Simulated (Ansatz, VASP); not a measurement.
**Two plane-wave programs on Sn3Se**

Contents of POSCAR:

```
Sn3Se
1.0
    4.6450787976      0.0000000000      0.0000000000
    0.0000000000      4.6450787976      0.0000000000
    0.0000000000      0.0000000000      4.6450787976
Sn Se
3 1
Direct
    0.5000000000      0.5000000000      0.0000000000
    0.5000000000      0.0000000000      0.5000000000
    0.0000000000      0.5000000000      0.5000000000
    0.0000000000      0.0000000000      0.0000000000
```

File INCAR.step1:

```
SYSTEM = Sn3Se
ALGO = Normal ; EDIFF = 1E-4
ENCUT = 520 ; GGA = PE
ISMEAR = -1 ; LASPH = .True.
LCHARG = .False. ; LREAL = .False.
LWAVE = .True. ; NBANDS = 32
NELM = 80 ; PREC = Accurate
SIGMA = 0.05
```

The input INCAR.step2:

```
SYSTEM = Sn3Se
ALGO = Normal ; EDIFF = 1E-6
ENCUT = 520 ; ISIF = 2
ISMEAR = -1 ; ISTART = 1
LASPH = .True. ; LCHARG = .True.
LELF = .True. ; LMIXTAU = .True.
LREAL = .False. ; LVHAR = .True.
LWAVE = .False. ; METAGGA = R2SCAN
NBANDS = 32 ; NELM = 80
PREC = Accurate ; SIGMA = 0.05
```

Contents of KPOINTS:

```
k-points
0
Gamma
  6 6 6
  0 0 0
```

File input.yaml:

```yaml
crystal:
  lattice:
    - [4.6450787976, 0.0, 0.0]
    - [0.0, 4.6450787976, 0.0]
    - [0.0, 0.0, 4.6450787976]
  atoms:
    - { symbol: Sn, position: [0.5, 0.5, 0.0] }
    - { symbol: Sn, position: [0.5, 0.0, 0.5] }
    - { symbol: Sn, position: [0.0, 0.5, 0.5] }
    - { symbol: Se, position: [0.0, 0.0, 0.0] }
hamiltonian:
  xc: r2scan
  pseudopotentials: { kind: paw }
kpoints:
  mp_grid: { grid: [6, 6, 6] }
scf:
  occupations: { method: fermi_dirac, width: 0.05 }
output:
  forces: true
  stress: true
  eigenvalues: true
  write_density: true
  write_potential: true
  elf: true
  volumetric_format: npy
```

Alike in both runs: task single point; functional r2SCAN; k mesh 6 × 6 × 6; occupations fermi-dirac, width 0.05 eV; no spin polarisation.

|  | VASP | Ansatz |
| --- | --- | --- |
| version | VASP 6.6.1 | Ansatz 0.2.0 |
| potentials or method | VASP PAW PBE potentials, release 64 (Sn_d, Se) | Ansatz PAW |
| plane-wave cutoff (eV) | 520 | 500 |
| valence electrons in the cell | 48 | 58 |

|  | VASP | Ansatz | Ansatz less VASP |
| --- | --- | --- | --- |
| gap on the k mesh at the Fermi level (eV) | none | none | - |
| pressure (GPa) | 2.7 | 2.7 | 0.00 |

VASP's potentials were made for PBE, not for r2SCAN. A gap of «none» marks a metal or a gap that the smearing closes. The functional is the same, so the differences come from potentials, cutoffs and numerics. VASP's potentials hold 48 valence electrons a cell and Ansatz's 58, so a difference there can come from the potentials and not from the codes.
